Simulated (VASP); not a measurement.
# Be (Pm-3m) in VASP: a series of runs

The runs below take Be through single point, with r2SCAN.

All numbers are computed with VASP 6.6.1; they aren't measurements. Logs are shortened: lines on timing, memory, paths and dates and some standing lists are left out, and cuts for length are marked.

### Step 1. The cell of the first run

Symmetry: Pm-3m, No. 221, cubic system. The conventional cell has a = 2.171 Å, b = 2.171 Å, c = 2.171 Å, α = 90.00°, β = 90.00°, γ = 90.00°. Be (site symmetry m-3m) has 6 Be at 2.17 Å within 2.9 Å.

### Step 2. Single point, r2SCAN

The input, POSCAR:

```
Be
1.0
    2.1712654019      0.0000000000      0.0000000000
    0.0000000000      2.1712654019      0.0000000000
    0.0000000000      0.0000000000      2.1712654019
Be
1
Direct
    0.0000000000      0.0000000000      0.0000000000
```

The input, INCAR.step1:

```
SYSTEM = Be
PREC = Accurate
ENCUT = 520
ISMEAR = -1
SIGMA = 0.1
LREAL = .FALSE.
LASPH = .TRUE.
NELM = 100
NBANDS = 7
GGA = PE
ALGO = Normal
EDIFF = 1E-4
LWAVE = .TRUE.
LCHARG = .FALSE.
```

The input, INCAR.step2:

```
SYSTEM = Be
PREC = Accurate
ENCUT = 520
EDIFF = 1E-6
ISMEAR = -1
SIGMA = 0.1
LREAL = .FALSE.
LASPH = .TRUE.
NELM = 100
ALGO = Normal
ISIF = 2
LWAVE = .FALSE.
LCHARG = .FALSE.
METAGGA = R2SCAN
LMIXTAU = .TRUE.
NBANDS = 7
ISTART = 1
```

The input, KPOINTS:

```
Automatic mesh
0
G
  15 15 15
  0 0 0
```

Potentials or basis: VASP PAW PBE potentials, release 64 (Be).

Command:

```sh
$ cat potpaw_PBE.64/Be/POTCAR > POTCAR
$ cp INCAR.step1 INCAR
$ mpirun -np 1 vasp_std > vasp.out
$ cp INCAR.step2 INCAR
$ mpirun -np 1 vasp_std > vasp.out
```

OUTCAR:

```text
SYSTEM = Be
   PREC = Accurate
   ENCUT = 520
   EDIFF = 1E-6
   ISMEAR = -1
   LREAL = .FALSE.
   LASPH = .TRUE.
   NELM = 100
   ISIF = 2
   METAGGA = R2SCAN
   ISTART = 1

 ion  position               nearest neighbor table
   1  0.000  0.000  0.000-

  LATTYP: Found a simple cubic cell.
 ALAT       =     2.1712654019

  Lattice vectors:

 A1 = (   2.1712654019,   0.0000000000,   0.0000000000)
 A2 = (   0.0000000000,   2.1712654019,   0.0000000000)
 A3 = (   0.0000000000,   0.0000000000,   2.1712654019)

Analysis of symmetry for initial positions (statically):
=====================================================================
 Subroutine PRICEL returns:
 Original cell was already a primitive cell.

 Routine SETGRP: Setting up the symmetry group for a
 simple cubic supercell.

 Subroutine GETGRP returns: Found 48 space group operations
 (whereof 48 operations were pure point group operations)
 out of a pool of 48 trial point group operations.

The static configuration has the point symmetry O_h .

Analysis of symmetry for dynamics (positions and initial velocities):
=====================================================================
 Subroutine PRICEL returns:
 Original cell was already a primitive cell.

 Routine SETGRP: Setting up the symmetry group for a
 simple cubic supercell.

 Subroutine GETGRP returns: Found 48 space group operations
 (whereof 48 operations were pure point group operations)
 out of a pool of 48 trial point group operations.

The dynamic configuration has the point symmetry O_h .

 Subroutine INISYM returns: Found 48 space group operations
 (whereof 48 operations are pure point group operations),
 and found     1 'primitive' translations

----------------------------------------------------------------------------------------

                                     Primitive cell

  volume of cell :      10.2362

  direct lattice vectors                    reciprocal lattice vectors
     2.171265402  0.000000000  0.000000000     0.460560924  0.000000000  0.000000000
     0.000000000  2.171265402  0.000000000     0.000000000  0.460560924  0.000000000
     0.000000000  0.000000000  2.171265402     0.000000000  0.000000000  0.460560924

  length of vectors
     2.171265402  2.171265402  2.171265402     0.460560924  0.460560924  0.460560924

  position of ions in fractional coordinates (direct lattice)
     0.000000000  0.000000000  0.000000000

  ion indices of the primitive-cell ions
   primitive index   ion index
                 1           1

----------------------------------------------------------------------------------------

 KPOINTS: Automatic mesh

Automatic generation of k-mesh.
 Grid dimensions read from file:
 generate k-points for:   15   15   15

 Generating k-lattice:

  Cartesian coordinates                     Fractional coordinates (reciprocal lattice)
     0.030704062  0.000000000  0.000000000     0.066666667  0.000000000  0.000000000
     0.000000000  0.030704062  0.000000000     0.000000000  0.066666667  0.000000000
     0.000000000  0.000000000  0.030704062     0.000000000  0.000000000  0.066666667

  Length of vectors
     0.030704062  0.030704062  0.030704062

  Shift w.r.t. Gamma in fractional coordinates (k-lattice)
     0.000000000  0.000000000  0.000000000

 Subroutine IBZKPT returns following result:
 ===========================================

 Found    120 irreducible k-points:

 Following reciprocal coordinates:
            Coordinates               Weight
  0.000000  0.000000  0.000000      1.000000
  0.066667  0.000000  0.000000      6.000000
  0.133333  0.000000  0.000000      6.000000
  0.200000  0.000000  0.000000      6.000000
  0.266667  0.000000  0.000000      6.000000
  0.333333  0.000000  0.000000      6.000000
[... 16 lines left out ...]
  0.266667  0.200000  0.000000     24.000000
  0.333333  0.200000  0.000000     24.000000
 [... further k-points ...]
   k-points           NKPTS =    120   k-points in BZ     NKDIM =    120   number of bands    NBANDS=      7
   number of dos      NEDOS =    301   number of ions     NIONS =      1
   total plane-waves  NPLWV =   4096
   dimension x,y,z NGX =    16 NGY =   16 NGZ =   16
   dimension x,y,z NGXF=    32 NGYF=   32 NGZF=   32
   ions per type =               1
   NGX,Y,Z   is equivalent  to a cutoff of  12.25, 12.25, 12.25 a.u.
   NGXF,Y,Z  is equivalent  to a cutoff of  24.50, 24.50, 24.50 a.u.
 SYSTEM =  Be
   PREC   = accura    normal or accurate (medium, high low for compatibility)
   ISTART =      1    job   : 0-new  1-cont  2-samecut
   ICHARG =      0    charge: 1-file 2-atom 10-const
   ISPIN  =      1    spin polarized calculation?
   LNONCOLLINEAR =      F non collinear calculations
   LSORBIT =      F    spin-orbit coupling
   LASPH  =      T    aspherical Exc in radial PAW
   ENCUT  =  520.0 eV  38.22 Ry    6.18 a.u.   4.04  4.04  4.04*2*pi/ulx,y,z
   NELM   =    100;   NELMIN=  2; NELMDL=  0     # of ELM steps
   EDIFF  = 0.1E-05   stopping-criterion for ELM
   LREAL  =      F    real-space projection
   EDIFFG = 0.1E-04   stopping-criterion for IOM
   NSW    =      0    number of steps for IOM
   IBRION =     -1    ionic relax: 0-MD 1-quasi-New 2-CG
   NFREE  =      0    steps in history (QN), initial steepest desc. (CG)
   ISIF   =      2    stress and relaxation
   ISYM   =      2    0-nonsym 1-usesym 2-fastsym
   POTIM  = 0.5000    time-step for ionic-motion
   TEBEG  =    0.0;   TEEND  =   0.0 temperature during run
   PSTRESS=    0.0 pullay stress
   NELECT =       2.0000    total number of electrons
   NUPDOWN=      -1.0000    fix difference up-down
   EMIN   =  10.00;   EMAX   =-10.00  energy-range for DOS
   EFERMI =   0.00;   METHOD = LEGACY
   ISMEAR =    -1;   SIGMA  =   0.10  broadening in eV -4-tet -1-fermi 0-gaus
   EFERMI_NEDOS =   21; number of points for ismear=-14 and -15
   IALGO  =     38    algorithm
   IMIX   =      4    mixing-type and parameters
     AMIX     =   0.40;   BMIX     =  1.00
     AMIX_MAG =   1.60;   BMIX_MAG =  1.00
  volume/ion in A,a.u.               =      10.24        69.08
  Fermi-wavevector in a.u.,A,eV,Ry     =   0.949960  1.795164 12.278220  0.902424
  Thomas-Fermi vector in A             =   2.078292
   LORBIT       =      0    0 simple, 1 ext, 2 COOP (PROOUT), +10 PAW based schemes
   METAGGA = R2SCAN    functional components
   LHFCALC =     F    Hartree Fock is set to
   AEXX    =    0.0000 exact exchange contribution
   IVDW    =     0    specifies the selected vdW correction
   LEPSILON=     F    determine dielectric tensor
   LRPA    =     F    only Hartree local field effects (RPA)
 non-spin polarized calculation
  energy-cutoff  :      520.00
  volume of cell :       10.24
 maximum number of plane-waves:       289
   NGX =  9   NGY =  9   NGZ =  9

 number of electron       2.0000000 magnetization

 Free energy of the ion-electron system (eV)
  ---------------------------------------------------
  ext. energy  EPLUGINS =         0.00000000
  ---------------------------------------------------
  free energy    TOTEN  =        -3.28442739 eV

  energy without entropy =       -3.27238100  energy(sigma->0) =       -3.27840420

 E-fermi :   4.9346     XC(G=0): -10.4320

 val. band max:        4.9152354015   @ k =   0.4000   0.0667   0.0000
 cond. band min:       4.9726252645   @ k =   0.4667   0.3333   0.2667
 fundamental gap:      0.0573898630
 Fermi energy:         4.9346427551

 k-point     1 :       0.0000    0.0000    0.0000
  band No.  band energies     occupation
      1      -5.6474      2.00000
      2      19.6585      0.00000
      3      19.6585      0.00000
      4      19.6585      0.00000
      5      25.1385      0.00000
      6      25.1385      0.00000
      7      34.8254      0.00000

 k-point     2 :       0.0667    0.0000    0.0000
  band No.  band energies     occupation
      1      -5.5274      2.00000
      2      17.9684      0.00000
      3      19.7777      0.00000
      4      19.7777      0.00000
      5      25.2828      0.00000
      6      26.9727      0.00000
      7      34.7451      0.00000

 k-point     3 :       0.1333    0.0000    0.0000
  band No.  band energies     occupation
      1      -5.1683      2.00000
      2      15.0923      0.00000
      3      20.1299      0.00000
      4      20.1299      0.00000
      5      25.7140      0.00000
      6      30.1294      0.00000
      7      34.6528      0.00000

 k-point     4 :       0.2000    0.0000    0.0000
  band No.  band energies     occupation
      1      -4.5728      2.00000
      2      12.1939      0.00000
      3      20.6976      0.00000
      4      20.6976      0.00000
      5      26.4268      0.00000
      6      32.3178      0.00000
      7      35.6452      0.00000

 k-point     5 :       0.2667    0.0000    0.0000
  band No.  band energies     occupation
      1      -3.7473      2.00000
      2       9.4722      0.00000
      3      21.4433      0.00000
      4      21.4433      0.00000
      5      27.4079      0.00000
      6      32.3954      0.00000
      7      38.5291      0.00000
[... 161 lines left out ...]
 k-point    22 :       0.2000    0.2000    0.0000
  band No.  band energies     occupation
      1      -3.4843      2.00000
      2      11.5740      0.00000
      3      15.5598      0.00000
      4      21.7159      0.00000
      5      29.8056      0.00000
      6      32.2239      0.00000
      7      37.5963      0.00000

 k-point    23 :       0.2667    0.2000    0.0000
  band No.  band energies     occupation
      1      -2.6479      2.00000
      2       9.7925      0.00000
      3      15.5408      0.00000
      4      22.4431      0.00000
      5      27.9883      0.00000
      6      32.8903      0.00000
      7      39.7768      0.00000

 k-point    24 :       0.3333    0.2000    0.0000
  band No.  band energies     occupation
      1      -1.5923      2.00000
      2       7.6348      0.00000
      3      16.3090      0.00000
      4      23.2659      0.00000
      5      25.8616      0.00000
      6      33.7056      0.00000
      7      39.2244      0.00000

 [... further k-points ...]

------------------------ aborting loop because EDIFF is reached ----------------------------------------

  FORCE on cell =-STRESS in cart. coord.  units (eV):
  Direction    XX          YY          ZZ          XY          YZ          ZX
  --------------------------------------------------------------------------------------
  -------------------------------------------------------------------------------------
  Total        0.0016595      0.0016595      0.0016595     -0.0000000     -0.0000000      0.0000000
  in kB        0.2597523      0.2597523      0.2597523     -0.0000000     -0.0000000      0.0000000
  external PRESSURE =       0.2597523 kB  Pullay stress =       0.0000000 kB

 VOLUME and BASIS-vectors are now :
 -----------------------------------------------------------------------------
  energy-cutoff  :      520.00
  volume of cell :       10.24
      direct lattice vectors                 reciprocal lattice vectors
     2.171265402  0.000000000  0.000000000     0.460560924  0.000000000  0.000000000
     0.000000000  2.171265402  0.000000000     0.000000000  0.460560924  0.000000000
     0.000000000  0.000000000  2.171265402     0.000000000  0.000000000  0.460560924

 POSITION                                       TOTAL-FORCE (eV/Angst)
 -----------------------------------------------------------------------------------
      0.00000      0.00000      0.00000         0.000000      0.000000      0.000000
 -----------------------------------------------------------------------------------
    total drift:                               -0.000000     -0.000000      0.000000

  FREE ENERGIE OF THE ION-ELECTRON SYSTEM (eV)
  ---------------------------------------------------
  free  energy   TOTEN  =        -3.2844273894 eV

  energy  without entropy=       -3.2723810043  energy(sigma->0) =       -3.27840420
```

Run time: 4.3 s. Hardware: 1 thread of Intel Xeon 6975P-C (Granite Rapids), shared host; peak memory 0.11 GiB.

What came out:

| Item | Value |
| --- | --- |
| Free energy | -3.2844 eV |
| Pressure | 0.0 GPa |
| Band gap on the k mesh | zero (band 1 reaches 10.34 eV, above the bottom of band 2 at 3.22 eV) |

Caveat: the PAW data sets were made with another functional, which shifts forces and pressure a little.

### Step 3. Single point, r2SCAN (volume scaled by 0.88)

The input, POSCAR:

```
Be
1.0
    2.0806888324      0.0000000000      0.0000000000
    0.0000000000      2.0806888324      0.0000000000
    0.0000000000      0.0000000000      2.0806888324
Be
1
Direct
    0.0000000000      0.0000000000      0.0000000000
```

The input, INCAR.step1:

```
SYSTEM = Be
PREC     = Accurate       ! precision mode
ENCUT    = 520            ! plane-wave cutoff, eV
ISMEAR   = -1             ! smearing method
SIGMA    = 0.1            ! smearing width, eV
LREAL    = .FALSE.        ! projectors in reciprocal space
LASPH    = .TRUE.         ! aspherical terms in the spheres
NELM     = 60             ! most SCF steps
NBANDS   = 7              ! bands
GGA      = PE             ! functional
ALGO     = Normal         ! electronic algorithm
EDIFF    = 1E-4           ! SCF threshold, eV
LWAVE    = .TRUE.         ! write WAVECAR
LCHARG   = .FALSE.        ! write CHGCAR
```

The input, INCAR.step2:

```
SYSTEM = Be
PREC     = Accurate       ! precision mode
ENCUT    = 520            ! plane-wave cutoff, eV
EDIFF    = 1E-7           ! SCF threshold, eV
ISMEAR   = -1             ! smearing method
SIGMA    = 0.1            ! smearing width, eV
LREAL    = .FALSE.        ! projectors in reciprocal space
LASPH    = .TRUE.         ! aspherical terms in the spheres
NELM     = 60             ! most SCF steps
ALGO     = Normal         ! electronic algorithm
ISIF     = 2              ! what is computed and relaxed
LWAVE    = .FALSE.        ! write WAVECAR
LCHARG   = .FALSE.        ! write CHGCAR
METAGGA  = R2SCAN         ! meta-GGA
LMIXTAU  = .TRUE.       
NBANDS   = 7              ! bands
ISTART   = 1
```

The input, KPOINTS:

```
Automatic mesh
0
G
  16 16 16
  0 0 0
```

Potentials or basis: VASP PAW PBE potentials, release 64 (Be).

Command:

```sh
$ cat potpaw_PBE.64/Be/POTCAR > POTCAR
$ cp INCAR.step1 INCAR
$ mpirun -np 1 vasp_std > vasp.out
$ cp INCAR.step2 INCAR
$ mpirun -np 1 vasp_std > vasp.out
```

Wall time 6.9 s (1 thread of Intel Xeon 6975P-C (Granite Rapids), shared host); peak memory 0.11 GiB.

It converged, with:

```yaml
Free_energy: -3.2438 eV
Pressure: 12.5 GPa
Band_gap_on_the_k_mesh: zero (band 1 reaches 12.43 eV, above the bottom of band 2 at 4.11 eV)
```

Levels at points of the mesh, in eV from the Fermi level:
```tsv
k point	band 1	band 2	band 3	band 4	band 5
(0.00, 0.00, 0.00)	-11.33	16.09	16.09	16.09	21.71
(0.50, 0.00, 0.00)	-5.73	-1.81	20.63	20.63	28.51
(0.50, 0.50, 0.00)	0.77	0.77	6.92	8.99	24.36
(0.50, 0.50, 0.50)	6.52	6.52	6.52	14.67	14.67
```

Caveat: the PAW data sets were made with another functional, which shifts forces and pressure a little.

### Step 4. Single point, r2SCAN (volume scaled by 0.92)

The input, POSCAR:

```
Be
1.0
    2.1117484687      0.0000000000      0.0000000000
    0.0000000000      2.1117484687      0.0000000000
    0.0000000000      0.0000000000      2.1117484687
Be
1
Direct
    0.0000000000      0.0000000000      0.0000000000
```

The input, INCAR.step1:

```
SYSTEM = Be
ALGO     = Normal         ! electronic algorithm
EDIFF    = 1E-4           ! SCF threshold, eV
ENCUT    = 520            ! plane-wave cutoff, eV
GGA      = PE             ! functional
ISMEAR   = -1             ! smearing method
LASPH    = .TRUE.         ! aspherical terms in the spheres
LCHARG   = .FALSE.        ! write CHGCAR
LREAL    = .FALSE.        ! projectors in reciprocal space
LWAVE    = .TRUE.         ! write WAVECAR
NBANDS   = 7              ! bands
NELM     = 80             ! most SCF steps
PREC     = Accurate       ! precision mode
SIGMA    = 0.1            ! smearing width, eV
```

The input, INCAR.step2:

```
SYSTEM = Be
ALGO     = Normal         ! electronic algorithm
EDIFF    = 1E-6           ! SCF threshold, eV
ENCUT    = 520            ! plane-wave cutoff, eV
ISIF     = 2              ! what is computed and relaxed
ISMEAR   = -1             ! smearing method
ISTART   = 1            
LASPH    = .TRUE.         ! aspherical terms in the spheres
LCHARG   = .FALSE.        ! write CHGCAR
LMIXTAU  = .TRUE.       
LREAL    = .FALSE.        ! projectors in reciprocal space
LWAVE    = .FALSE.        ! write WAVECAR
METAGGA  = R2SCAN         ! meta-GGA
NBANDS   = 7              ! bands
NELM     = 80             ! most SCF steps
PREC     = Accurate       ! precision mode
SIGMA    = 0.1            ! smearing width, eV
```

The input, KPOINTS:

```
k-points
0
G
  16 16 16
  0 0 0
```

Command:

```sh
$ cat potpaw_PBE.64/Be/POTCAR > POTCAR
$ cp INCAR.step1 INCAR
$ mpirun -np 1 vasp_std > vasp.out
$ cp INCAR.step2 INCAR
$ mpirun -np 1 vasp_std > vasp.out
```

It took 5.1 s on 1 thread of Intel Xeon 6975P-C (Granite Rapids), shared host; peak memory 0.11 GiB.

It converged, with:

```yaml
Free_energy: -3.2693 eV
Pressure: 7.6 GPa
Band_gap_on_the_k_mesh: zero (band 1 reaches 11.88 eV, above the bottom of band 2 at 3.69 eV)
```

Levels at points of the mesh, in eV from the Fermi level:
```csv
k point,band 1,band 2,band 3,band 4,band 5,band 6
"(0.00, 0.00, 0.00)",-11.05,15.63,15.63,15.63,21.20,21.20
"(0.50, 0.00, 0.00)",-5.48,-1.85,19.99,19.99,27.77,27.86
"(0.50, 0.50, 0.00)",0.80,0.80,6.87,8.54,23.57,36.42
"(0.50, 0.50, 0.50)",6.34,6.34,6.34,14.38,14.38,14.38
```

Caveat: the PAW data sets were made with another functional, which shifts forces and pressure a little.

### Step 5. Overview

```tsv
cell	k mesh	gap on the mesh (eV)	pressure (GPa)
a = 2.171 Å, 1 atom	15 × 15 × 15	none	0.0
a = 2.081 Å, 1 atom	16 × 16 × 16	none	12.5
a = 2.112 Å, 1 atom	16 × 16 × 16	none	7.6
```

Alike in all rows: task single point; level r2SCAN; potentials or basis VASP PAW PBE potentials, release 64 (Be); no spin polarisation; cutoff (eV) 520; smearing fermi-dirac 0.1 eV.

Caveats: the PAW data sets were made with another functional, which shifts forces and pressure a little.

Absolute energies hang on the potentials; compare differences alone.
